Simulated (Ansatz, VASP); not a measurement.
## Sr in VASP and in Ansatz

File INCAR:

```
SYSTEM = Sr
  PREC = Accurate
  ENCUT = 520
  EDIFF = 1E-7
  ISMEAR = -1
  SIGMA = 0.08
  LREAL = .FALSE.
  LASPH = .TRUE.
  NELM = 150
  ALGO = Normal
  ISIF = 2
  LWAVE = .FALSE.
  LCHARG = .TRUE.
  ISPIN = 2
  MAGMOM = -0.5
  LORBIT = 11
  LELF = .TRUE.
  LVHAR = .TRUE.
  NBANDS = 15
```

The input KPOINTS:

```
regular mesh
0
G
  11 11 11
  0 0 0
```

File POSCAR:

```
Sr
1.0
   -1.7238033781      1.7238033781      1.7238033781
    1.7238033781     -1.7238033781      1.7238033781
    1.7238033781      1.7238033781     -1.7238033781
Sr
1
Direct
    0.0000000000      0.0000000000      0.0000000000
```

Input for Ansatz:

```yaml
crystal:
  lattice:
    - [-1.7238033781, 1.7238033781, 1.7238033781]
    - [1.7238033781, -1.7238033781, 1.7238033781]
    - [1.7238033781, 1.7238033781, -1.7238033781]
  atoms:
    - { symbol: Sr, position: [0.0, 0.0, 0.0], spin: -0.5 }
kpoints:
  mp_grid: { grid: [11, 11, 11] }
  band_path:
    path:
      - [0.0, 0.0, 0.0]
      - [0.5, -0.5, 0.5]
      - [0.0, 0.0, 0.5]
      - [0.0, 0.0, 0.0]
      - [0.25, 0.25, 0.25]
      - [0.5, -0.5, 0.5]
      - [0.25, 0.25, 0.25]
      - [0.0, 0.0, 0.5]
    npoints: 8
scf:
  occupations: { method: fermi_dirac, width: 0.08 }
  n_extra_bands: 32
hamiltonian:
  xc: lda
  pseudopotentials: { kind: paw }
output:
  forces: true
  stress: true
  eigenvalues: true
  populations: true
  write_density: true
  write_potential: true
  elf: true
  volumetric_format: npy
magnetization:
  spin_polarized: true
```

Alike in both runs: task single point; functional LDA; k mesh 11 × 11 × 11; occupations fermi-dirac, width 0.08 eV; collinear spin.

|  | VASP | Ansatz |
| --- | --- | --- |
| version | VASP 6.6.1 | Ansatz 0.2.0 |
| potentials or method | VASP PAW LDA potentials, release 64 (Sr_sv) | PAW with Ansatz's default frozen-core files, scalar-relativistic |
| plane-wave cutoff (eV) | 520 | 420 |
| valence electrons in the cell | 10 | 10 |

```tsv
	VASP	Ansatz	Ansatz less VASP
gap on the k mesh at the Fermi level (eV)	none	none	-
net moment per atom (μB)	0.00	0.00	0.000
```

LDA's correlation is that of Perdew and Zunger in VASP and of Perdew and Wang (1992) in Ansatz. A gap of «none» marks a metal or a gap that the smearing closes. Ansatz's warnings: seeded moment not kept.
